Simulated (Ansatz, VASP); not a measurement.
**Na: VASP beside Ansatz**

```
Na
1.0
    -2.11750    2.11750    2.18102
     2.11750   -2.11750    2.18102
     2.11750    2.11750   -2.18102
Na
1
Direct
  0.00000 0.00000 0.00000
```

Change from the starting cell: zz strain of +3 %.

Alike in both runs: task single point; functional PBE; k mesh 12 × 12 × 12; occupations fermi-dirac, width 0.05 eV; no spin polarisation.

```csv
,VASP,Ansatz
version,VASP 6.6.1,Ansatz 0.2.0
potentials or method,"VASP PAW PBE potentials, release 64 (Na_pv), cutoff 520 eV","all-electron LAPW, scalar-relativistic"
```

```csv
,VASP,Ansatz,Ansatz less VASP
pressure (GPa),-0.4,-0.4,+0.03
```

Ansatz ran all-electron here, and VASP with PAW potentials.
